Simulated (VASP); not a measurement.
# Ti3SnO8: single point with PBE

Ti3SnO8:

```xyz
12
Lattice="3.2802 -3.2796 0.0000 3.2802 3.2796 0.0000 0.0000 0.0000 6.0391" Properties=species:S:1:pos:R:3 pbc="T T T"
Sn    3.2802    0.0000    0.0000
Ti    0.0000    0.0000    4.4992
Ti    3.2802    0.0000    3.0196
Ti    0.0000    0.0000    1.5399
O     1.2332    0.0000    0.0000
O     5.3272    0.0000    0.0000
O     3.2802   -1.3105    4.4589
O     3.2802    1.3105    4.4589
O     1.2768    0.0000    3.0196
O     5.2836    0.0000    3.0196
O     3.2802   -1.3105    1.5802
O     3.2802    1.3105    1.5802
```

```
Program             : VASP 6.6.1
Task                : single point
Functional          : PBE
Potentials or basis : VASP PAW PBE potentials, release 64 (Sn_d, Ti_sv, O)
Cutoff              : 520 eV
k mesh              : 6 × 6 × 4
Occupations         : fermi-dirac, width 0.02 eV
Spin                : no spin polarisation
```

| Property | Result |
| --- | --- |
| Pressure | 6.7 GPa |
| Largest force | 0.221 eV/Å |
| Band gap on the k mesh | 1.74 eV |

Forces in eV/Å, atoms in the order of the input:
```
Sn   0.000  0.000  0.000
Ti   0.000  0.000 -0.007
Ti   0.000  0.000  0.000
Ti   0.000  0.000  0.007
O   -0.140  0.000  0.000
O    0.140  0.000  0.000
O    0.000 -0.169 -0.143
O    0.000  0.169 -0.143
O    0.063  0.000  0.000
O   -0.063  0.000  0.000
O    0.000 -0.169  0.143
O    0.000  0.169  0.143
```

Stress tensor (GPa, compression positive):
```
6.39 0.00 0.00
0.00 6.53 0.00
0.00 0.00 7.04
```

Levels at points of the mesh, in eV from the valence-band top:
```csv
k point,band 45,band 46,band 47,band 48,band 49,band 50,band 51,band 52,band 53,band 54
"(0.00, 0.00, 0.00)",-1.40,-0.98,-0.60,-0.57,0.00,1.74,2.36,2.48,2.69,2.93
"(0.50, 0.00, 0.00)",-1.35,-1.14,-1.08,-0.79,-0.70,2.07,2.40,2.41,2.50,2.84
"(0.50, 0.50, 0.00)",-1.36,-1.31,-0.96,-0.94,-0.69,1.83,2.57,2.68,2.72,2.79
"(0.00, 0.00, 0.50)",-1.68,-0.91,-0.70,-0.64,-0.39,2.15,2.33,2.64,2.84,3.00
"(0.50, 0.00, 0.50)",-1.11,-0.99,-0.98,-0.83,-0.64,2.40,2.47,2.86,2.93,2.96
"(0.50, 0.50, 0.50)",-1.69,-1.58,-1.47,-0.95,-0.69,2.39,2.56,2.75,2.77,2.97
```

Wall time 5.6 min on 1 thread of Intel(R) Xeon(R) Platinum 8259CL CPU @ 2.50GHz (Skylake/Cascade Lake), with other jobs on the host, peak memory 0.39 GiB.

Caveat: the cell stands under pressure; spin-orbit coupling is left out, which moves the levels of the heavy elements. A k mesh can miss the band edges.
